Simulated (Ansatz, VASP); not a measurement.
Two plane-wave programs on Ti

```
Ti
1.0
     2.22594    0.00000    0.00000
     0.00000    2.22594    0.00000
     0.00000    0.00000    2.22594
Ti
1
Direct
  0.00000 0.00000 0.00000
```

Change from the starting cell: volume scaled by 0.6, PAW files.

Alike in both runs: task single point; functional PBE; k mesh 14 × 14 × 14; occupations fermi-dirac, width 0.05 eV; no spin polarisation.

```csv
,VASP,Ansatz
version,VASP 6.6.1,Ansatz 0.2.0
potentials or method,"VASP PAW PBE potentials, release 64 (Ti_sv)","PAW with Ansatz's default frozen-core files, scalar-relativistic"
plane-wave cutoff (eV),520,420
valence electrons in the cell,12,12
```

```csv
,VASP,Ansatz,Ansatz less VASP
pressure (GPa),96.8,95.4,-1.44
```

Both programs put the cell under a high pressure, so it lies far from rest at this level. With one functional, cell and mesh, what is left measures potentials, basis and numerics.

Noted on VASP's run: the cell as given lies far from equilibrium.
